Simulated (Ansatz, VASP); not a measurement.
HPbNO4: VASP beside Ansatz

File INCAR:

```
PREC = Accurate
ENCUT = 520
EDIFF = 1E-6
ISMEAR = -1
SIGMA = 0.05
LREAL = False
LASPH = True
NELM = 100
ALGO = Normal
ISIF = 2
LWAVE = False
LCHARG = True
LELF = True
LVHAR = True
NBANDS = 31
```

The input KPOINTS:

```
regular mesh
0
Gamma
  5 4 4
```

POSCAR

```
HPbNO4
1.0
    3.8540400000      0.1438400000      0.0901200000
   -0.2532000000      5.5269800000      0.1647100000
   -0.4819700000     -1.9272000000      5.7202500000
H Pb N O
1 1 1 4
Direct
    0.1091300000      0.6571800000      0.5446300000
    0.6102900000      0.5212700000      0.1510000000
    0.9158000000      0.9626300000      0.9586700000
    0.0138400000      0.1363900000      0.8808400000
    0.7239800000      0.0105700000      0.1285800000
    0.0038900000      0.7373200000      0.8704300000
    0.1192700000      0.5932400000      0.3765100000
```

input.yaml

```yaml
crystal:
  lattice:
    - [3.85404, 0.14384, 0.09012]
    - [-0.2532, 5.52698, 0.16471]
    - [-0.48197, -1.9272, 5.72025]
  atoms:
    - { symbol: H, position: [0.10913, 0.65718, 0.54463] }
    - { symbol: Pb, position: [0.61029, 0.52127, 0.151] }
    - { symbol: "N", position: [0.9158, 0.96263, 0.95867] }
    - { symbol: O, position: [0.01384, 0.13639, 0.88084] }
    - { symbol: O, position: [0.72398, 0.01057, 0.12858] }
    - { symbol: O, position: [0.00389, 0.73732, 0.87043] }
    - { symbol: O, position: [0.11927, 0.59324, 0.37651] }
kpoints:
  mp_grid: { grid: [5, 4, 4] }
  band_path:
    path: [[0.5, 0.0, 0.0], [0.0, 0.0, 0.0], [0.0, -0.5, 0.0]]
    npoints: 12
scf:
  occupations: { method: fermi_dirac, width: 0.05 }
hamiltonian:
  xc: lda
  pseudopotentials: { kind: all_electron, lapw: { basis_error: 0.002 } }
output:
  forces: true
  stress: true
  eigenvalues: true
```

Alike in both runs: functional LDA; k mesh 5 × 4 × 4; occupations fermi-dirac, width 0.05 eV; no spin polarisation.

```csv
,VASP,Ansatz
version,VASP 6.6.1,Ansatz 0.2.0
potentials or method,"VASP PAW LDA potentials, release 64 (H, Pb_d, N, O), cutoff 520 eV","all-electron LAPW, scalar-relativistic"
task,single point,band structure
```

```tsv
	VASP	Ansatz	Ansatz less VASP
gap on the k mesh at the Fermi level (eV)	3.06	3.10	+0.043
least direct gap on the mesh (eV)	3.13	3.17	+0.047
pressure (GPa)	-3.7	-4.5	-0.76
traceless stress, the component that is largest in VASP (GPa)	0.92	0.95	+0.027
rms of the force components (eV/Å)	0.262	0.383	+0.1208
```

LDA's correlation is that of Perdew and Zunger in VASP and of Perdew and Wang (1992) in Ansatz. Atom by atom the forces differ by 0.193 eV/Å (rms over components). One of these differences is far larger than is usual between the two programs; its cause wasn't traced. Ansatz ran all-electron here, and VASP with PAW potentials.

Spin-orbit coupling is off throughout. Noted on VASP's run: the standard files for N, O and F lose accuracy on very short bonds.
